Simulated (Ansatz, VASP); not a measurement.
**One calculation of Na2ReP2, two programs**

```
Na Re P
1.0
    -1.69519    1.69519    6.78117
     1.69519   -1.69519    6.78117
     1.69519    1.69519   -6.78117
Na Re P
2 1 2
Direct
  0.25000 0.75000 0.50000
  0.75000 0.25000 0.50000
  0.00000 0.00000 0.00000
  0.58691 0.58691 0.00000
  0.41309 0.41309 0.00000
```

Alike in both runs: functional PBE; k mesh 16 × 16 × 16; occupations gaussian, width 0.1 eV; no spin polarisation.

Ansatz relaxed the structure, and its values are those at the end. VASP's run is a single point on that final structure, the one shown.

|  | VASP | Ansatz |
| --- | --- | --- |
| version | VASP 6.6.1 | Ansatz 0.2.0 |
| potentials or method | VASP PAW PBE potentials, release 64 (Na_pv, Re, P), cutoff 520 eV | scalar-relativistic, plane waves, PAW |
| valence electrons in the cell | 31 | 43 |

```csv
,VASP,Ansatz,Ansatz less VASP
gap on the k mesh at the Fermi level (eV),none,none,-
pressure (GPa),0.0,0.0,-0.03
rms of the force components (eV/Å),0.021,0.000,-0.0204
```

A gap of «none» marks a metal or a gap that the smearing closes. VASP's potentials hold 31 valence electrons a cell and Ansatz's 43, so a difference there can come from the potentials and not from the codes.

Spin-orbit coupling is off throughout.
